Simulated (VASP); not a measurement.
# Zn (C2/c) in VASP: notebook

The runs below take Zn through single point, with BLYP.

Program: VASP 6.6.1. These are calculated values, not measurements. Logs are shortened: lines on timing, memory, paths and dates and some standing lists are left out, and cuts for length are marked.

### 1 The cell of the first run

It takes space group C2/c (No. 15, monoclinic). The conventional cell has a = 2.706 Å, b = 7.721 Å, c = 3.902 Å, α = 90.00°, β = 91.06°, γ = 90.00°. Zn (site symmetry 2) has 8 Zn at 2.71 to 2.94 Å within 3.6 Å.

### 2 Single point, BLYP (20.37 Å³/atom)

Contents of INCAR:

```
AGGAC = 1.0
AGGAX = 1.0
ALDAC = 0.0
ALDAX = 1.0
ALGO = Normal
EDIFF = 1E-7
ENCUT = 520
GGA = B5
ISIF = 2
ISMEAR = -1
LASPH = T
LCHARG = T
LELF = T
LREAL = F
LVHAR = T
LWAVE = F
NBANDS = 19
NELM = 60
PREC = Accurate
SIGMA = 0.1
```

Contents of KPOINTS:

```
k-points
0
Gamma
  17 17 9
```

Contents of POSCAR:

```
Zn
1.0
   -2.8928450805      2.5668978469      1.3330008132
    2.5668978469     -2.8928450805      1.3330008132
    3.0353088348      3.0353088348     -1.9299737685
Zn
2
Direct
    0.9856353095      0.0143646905      1.0000000000
    0.7643646905      0.2356353095      0.5000000000
```

Potentials or basis: VASP PAW PBE potentials, release 64 (Zn).

Run with:

```console
$ cat potpaw_PBE.64/Zn/POTCAR > POTCAR
$ mpirun -np 1 vasp_std > vasp.out
```

OUTCAR:

```text
EDIFF = 1E-7
   ENCUT = 520
   GGA = B5
   ISIF = 2
   ISMEAR = -1
   LASPH = T
   LREAL = F
   NELM = 60
   PREC = Accurate

 ion  position               nearest neighbor table
   1  0.986  0.014  0.000-   2 2.90   2 2.90   2 2.91   2 2.91   2 2.94   2 2.94
   2  0.764  0.236  0.500-   1 2.90   1 2.90   1 2.91   1 2.91   1 2.94   1 2.94

  Warning from LATTYP: Got some problem with cell dimensions!
  Tried to take original basis but could not verify dimensions!
  LATTYP: Found a base centered monoclinic cell.
 ALAT       =     2.7055586983
 B/A-ratio  =     2.8538440137
 C/A-ratio  =     1.4420934818
 COS(beta)  =    -0.0185704849

  Lattice vectors:

 A1 = (   2.8928450805,  -2.5668978469,  -1.3330008132)
 A2 = (  -2.5668978469,   2.8928450805,  -1.3330008132)
 A3 = (   2.7093616012,   2.7093616012,   0.7360278579)

Analysis of symmetry for initial positions (statically):
=====================================================================
 Subroutine PRICEL returns:
 Original cell was already a primitive cell.

 Routine SETGRP: Setting up the symmetry group for a
 base centered monoclinic supercell.

 Subroutine GETGRP returns: Found  4 space group operations
 (whereof  2 operations were pure point group operations)
 out of a pool of  4 trial point group operations.

The static configuration has the point symmetry C_2 .
 The point group associated with its full space group is C_2h.

Analysis of symmetry for dynamics (positions and initial velocities):
=====================================================================
 Subroutine PRICEL returns:
 Original cell was already a primitive cell.

 Routine SETGRP: Setting up the symmetry group for a
 base centered monoclinic supercell.

 Subroutine GETGRP returns: Found  4 space group operations
 (whereof  2 operations were pure point group operations)
 out of a pool of  4 trial point group operations.

The dynamic configuration has the point symmetry C_2 .
 The point group associated with its full space group is C_2h.

 Subroutine INISYM returns: Found  4 space group operations
 (whereof  2 operations are pure point group operations),
 and found     1 'primitive' translations

----------------------------------------------------------------------------------------

                                     Primitive cell

  volume of cell :      40.7464

  direct lattice vectors                    reciprocal lattice vectors
    -2.892845080  2.566897847  1.333000813     0.037722218  0.220881025  0.406710559
     2.566897847 -2.892845080  1.333000813     0.220881025  0.037722218  0.406710559
     3.035308835  3.035308835 -1.929973769     0.178612963  0.178612963  0.043674693

  length of vectors
     4.090771123  4.090771123  4.706484696     0.464354253  0.464354253  0.256344807

  position of ions in fractional coordinates (direct lattice)
     0.985635309  0.014364691  0.000000000
     0.764364691  0.235635309  0.500000000

  ion indices of the primitive-cell ions
   primitive index   ion index
                 1           1
                 2           2

----------------------------------------------------------------------------------------

 KPOINTS: k-points

Automatic generation of k-mesh.
 Grid dimensions read from file:
 generate k-points for:   17   17    9

 Generating k-lattice:

  Cartesian coordinates                     Fractional coordinates (reciprocal lattice)
     0.002218954  0.012993001  0.023924151     0.058823529  0.000000000  0.000000000
     0.012993001  0.002218954  0.023924151     0.000000000  0.058823529  0.000000000
     0.019845885  0.019845885  0.004852744     0.000000000  0.000000000  0.111111111

  Length of vectors
     0.027314956  0.027314956  0.028482756

  Shift w.r.t. Gamma in fractional coordinates (k-lattice)
     0.000000000  0.000000000  0.000000000

 Subroutine IBZKPT returns following result:
 ===========================================

 Found    693 irreducible k-points:

 Following reciprocal coordinates:
            Coordinates               Weight
  0.000000  0.000000  0.000000      1.000000
  0.058824  0.000000  0.000000      4.000000
  0.117647  0.000000 -0.000000      4.000000
  0.176471  0.000000 -0.000000      4.000000
  0.235294  0.000000 -0.000000      4.000000
  0.294118  0.000000 -0.000000      4.000000
[... 16 lines left out ...]
 -0.176471  0.058824  0.000000      4.000000
 -0.117647  0.058824  0.000000      4.000000
 [... further k-points ...]
   k-points           NKPTS =    693   k-points in BZ     NKDIM =    693   number of bands    NBANDS=     19
   number of dos      NEDOS =    301   number of ions     NIONS =      2
   total plane-waves  NPLWV =  32400
   dimension x,y,z NGX =    30 NGY =   30 NGZ =   36
   dimension x,y,z NGXF=    60 NGYF=   60 NGZF=   72
   ions per type =               2
   NGX,Y,Z   is equivalent  to a cutoff of  12.19, 12.19, 12.72 a.u.
   NGXF,Y,Z  is equivalent  to a cutoff of  24.38, 24.38, 25.43 a.u.
 SYSTEM =  unknown system
   PREC   = accura    normal or accurate (medium, high low for compatibility)
   ISTART =      0    job   : 0-new  1-cont  2-samecut
   ICHARG =      2    charge: 1-file 2-atom 10-const
   ISPIN  =      1    spin polarized calculation?
   LNONCOLLINEAR =      F non collinear calculations
   LSORBIT =      F    spin-orbit coupling
   LASPH  =      T    aspherical Exc in radial PAW
   ENCUT  =  520.0 eV  38.22 Ry    6.18 a.u.   7.61  7.61  8.75*2*pi/ulx,y,z
   NELM   =     60;   NELMIN=  2; NELMDL= -5     # of ELM steps
   EDIFF  = 0.1E-06   stopping-criterion for ELM
   LREAL  =      F    real-space projection
   EDIFFG = 0.1E-05   stopping-criterion for IOM
   NSW    =      0    number of steps for IOM
   IBRION =     -1    ionic relax: 0-MD 1-quasi-New 2-CG
   NFREE  =      0    steps in history (QN), initial steepest desc. (CG)
   ISIF   =      2    stress and relaxation
   ISYM   =      2    0-nonsym 1-usesym 2-fastsym
   POTIM  = 0.5000    time-step for ionic-motion
   TEBEG  =    0.0;   TEEND  =   0.0 temperature during run
   PSTRESS=    0.0 pullay stress
   NELECT =      24.0000    total number of electrons
   NUPDOWN=      -1.0000    fix difference up-down
   EMIN   =  10.00;   EMAX   =-10.00  energy-range for DOS
   EFERMI =   0.00;   METHOD = LEGACY
   ISMEAR =    -1;   SIGMA  =   0.10  broadening in eV -4-tet -1-fermi 0-gaus
   EFERMI_NEDOS =   21; number of points for ismear=-14 and -15
   IALGO  =     38    algorithm
   IMIX   =      4    mixing-type and parameters
     AMIX     =   0.40;   BMIX     =  1.00
     AMIX_MAG =   1.60;   BMIX_MAG =  1.00
  volume/ion in A,a.u.               =      20.37       137.49
  Fermi-wavevector in a.u.,A,eV,Ry     =   1.372299  2.593269 25.622548  1.883204
  Thomas-Fermi vector in A             =   2.497918
   LORBIT       =      0    0 simple, 1 ext, 2 COOP (PROOUT), +10 PAW based schemes
   GGA     = B5    functional components
   LHFCALC =     F    Hartree Fock is set to
   AEXX    =    0.0000 exact exchange contribution
   IVDW    =     0    specifies the selected vdW correction
   LEPSILON=     F    determine dielectric tensor
   LRPA    =     F    only Hartree local field effects (RPA)
 non-spin polarized calculation
  energy-cutoff  :      520.00
  volume of cell :       40.75
 maximum number of plane-waves:      1117
   NGX = 15   NGY = 15   NGZ = 17

 number of electron      23.9999999 magnetization

 Free energy of the ion-electron system (eV)
  ---------------------------------------------------
  ext. energy  EPLUGINS =         0.00000000
  ---------------------------------------------------
  free energy    TOTEN  =        -0.67384468 eV

  energy without entropy =       -0.64983100  energy(sigma->0) =       -0.66183784

 E-fermi :   1.6105     XC(G=0):  -9.4742

 val. band max:        1.6000919688   @ k =  -0.1765  -0.4118   0.4444
 cond. band min:       1.6200835122   @ k =   0.3529   0.2353   0.2222
 fundamental gap:      0.0199915434
 Fermi energy:         1.6104908116

 k-point     1 :       0.0000    0.0000    0.0000
  band No.  band energies     occupation
      1      -6.6568      2.00000
      2      -6.0447      2.00000
      3      -5.9013      2.00000
      4      -5.9010      2.00000
      5      -5.8350      2.00000
      6      -5.3251      2.00000
[... 11 lines left out ...]
     18      15.3469      0.00000
     19      15.7305      0.00000

 k-point     2 :       0.0588    0.0000    0.0000
  band No.  band energies     occupation
      1      -6.5414      2.00000
      2      -6.0198      2.00000
      3      -5.9017      2.00000
      4      -5.8727      2.00000
      5      -5.8174      2.00000
      6      -5.3528      2.00000
[... 11 lines left out ...]
     18      14.2061      0.00000
     19      15.2924      0.00000

 k-point     3 :       0.1176    0.0000   -0.0000
  band No.  band energies     occupation
      1      -6.2055      2.00000
      2      -5.9546      2.00000
      3      -5.8705      2.00000
      4      -5.8211      2.00000
      5      -5.7644      2.00000
      6      -5.4303      2.00000
[... 11 lines left out ...]
     18      13.0120      0.00000
     19      13.7028      0.00000

 k-point     4 :       0.1765    0.0000   -0.0000
  band No.  band energies     occupation
      1      -5.8927      2.00000
      2      -5.8049      2.00000
      3      -5.7747      2.00000
      4      -5.7069      2.00000
      5      -5.6772      2.00000
      6      -5.5204      2.00000
[... 407 lines left out ...]
     18      12.7238      0.00000
     19      13.8763      0.00000

 k-point    23 :      -0.1765    0.0588    0.0000
  band No.  band energies     occupation
      1      -6.1349      2.00000
      2      -5.9548      2.00000
      3      -5.8579      2.00000
      4      -5.8165      2.00000
      5      -5.7308      2.00000
      6      -5.4381      2.00000
[... 11 lines left out ...]
     18      13.3198      0.00000
     19      14.2859      0.00000

 k-point    24 :      -0.1176    0.0588    0.0000
  band No.  band energies     occupation
      1      -6.4827      2.00000
      2      -6.0245      2.00000
      3      -5.8913      2.00000
      4      -5.8651      2.00000
      5      -5.8004      2.00000
      6      -5.3608      2.00000
[... 11 lines left out ...]
     18      13.8215      0.00000
     19      15.7733      0.00000

 [... further k-points ...]

------------------------ aborting loop because EDIFF is reached ----------------------------------------

  FORCE on cell =-STRESS in cart. coord.  units (eV):
  Direction    XX          YY          ZZ          XY          YZ          ZX
  --------------------------------------------------------------------------------------
  -------------------------------------------------------------------------------------
  Total       -0.5105331     -0.5105331     -0.5511363     -0.0221659      0.0083657      0.0083657
  in kB      -20.0745043    -20.0745043    -21.6710503     -0.8715788      0.3289433      0.3289439
  external PRESSURE =     -20.6066863 kB  Pullay stress =       0.0000000 kB

 VOLUME and BASIS-vectors are now :
 -----------------------------------------------------------------------------
  energy-cutoff  :      520.00
  volume of cell :       40.75
      direct lattice vectors                 reciprocal lattice vectors
    -2.892845080  2.566897847  1.333000813     0.037722218  0.220881025  0.406710559
     2.566897847 -2.892845080  1.333000813     0.220881025  0.037722218  0.406710559
     3.035308835  3.035308835 -1.929973769     0.178612963  0.178612963  0.043674693

 POSITION                                       TOTAL-FORCE (eV/Angst)
 -----------------------------------------------------------------------------------
     -2.81442      2.48847      1.33300         0.005374     -0.005374     -0.000000
     -0.08868      2.79804      0.36801        -0.005374      0.005374      0.000000
 -----------------------------------------------------------------------------------
    total drift:                               -0.000000      0.000000     -0.000000

  FREE ENERGIE OF THE ION-ELECTRON SYSTEM (eV)
  ---------------------------------------------------
  free  energy   TOTEN  =        -0.6738446844 eV

  energy  without entropy=       -0.6498309981  energy(sigma->0) =       -0.66183784
```

Wall time 5 min (1 thread of Intel Xeon 6975P-C (Granite Rapids), shared host); peak memory 0.51 GiB.

What came out:

* Free energy: -0.6738 eV
* Pressure: -2.1 GPa
* Largest force: 0.008 eV/Å
* Band gap on the k mesh: zero (bands 12 and 13 overlap by 5.02 eV)

Forces in eV/Å, atoms in the order of the input:
```
Zn   0.005 -0.005  0.000
Zn  -0.005  0.005  0.000
```

Caveat: the PAW data sets were made with another functional, which shifts forces and pressure a little.

### 3 Single point, BLYP

This run uses another cell than the first one, of 18.86 Å³/atom.

Contents of INCAR:

```
PREC     = Accurate       # precision mode
ENCUT    = 520            # plane-wave cutoff, eV
EDIFF    = 1E-6           # SCF threshold, eV
ISMEAR   = -1             # smearing method
SIGMA    = 0.1            # smearing width, eV
LREAL    = F              # projectors in reciprocal space
LASPH    = T              # aspherical terms in the spheres
NELM     = 80             # most SCF steps
ALGO     = Normal         # electronic algorithm
ISIF     = 2              # what is computed and relaxed
LWAVE    = F              # write WAVECAR
LCHARG   = F              # write CHGCAR
GGA      = B5             # functional
ALDAX    = 1.0          
AGGAX    = 1.0          
AGGAC    = 1.0          
ALDAC    = 0.0          
ISYM     = 0            
NBANDS   = 19             # bands
```

Contents of KPOINTS:

```
regular mesh
0
Gamma
  13 13 9
```

Contents of POSCAR:

```
Zn
1.0
   -2.8195767765      2.5018849455      1.2992393410
    2.5018849455     -2.8195767765      1.2992393410
    2.9584322913      2.9584322913     -1.8810925111
Zn
2
Direct
    0.9856353095      0.0143646905      1.0000000000
    0.7643646905      0.2356353095      0.5000000000
```

Potentials or basis: VASP PAW PBE potentials, release 64 (Zn).

Run with:

```console
$ cat potpaw_PBE.64/Zn/POTCAR > POTCAR
$ mpirun -np 1 vasp_std > vasp.out
```

Wall time 4.5 min (1 thread of Intel Xeon 6975P-C (Granite Rapids), shared host); peak memory 0.52 GiB.

Results (log left out):

```yaml
Free_energy: -0.6970 eV
Pressure: 0.1 GPa
Band_gap_on_the_k_mesh: zero (bands 12 and 13 overlap by 5.31 eV)
```

Forces on the atoms (eV/Å):
```
Zn   0.002 -0.002  0.000
Zn  -0.002  0.002  0.000
```

Stress tensor (GPa, compression positive):
```
 0.09  0.04 -0.03
 0.04  0.09 -0.03
-0.03 -0.03  0.18
```

Levels at points of the mesh, in eV from the Fermi level:
| k point | band 9 | band 10 | band 11 | band 12 | band 13 | band 14 | band 15 | band 16 |
| --- | --- | --- | --- | --- | --- | --- | --- | --- |
| (0.00, 0.00, 0.00) | -6.92 | -6.87 | -6.76 | 1.27 | 1.59 | 1.83 | 6.28 | 11.69 |

Caveat: the PAW data sets were made with another functional, which shifts forces and pressure a little.
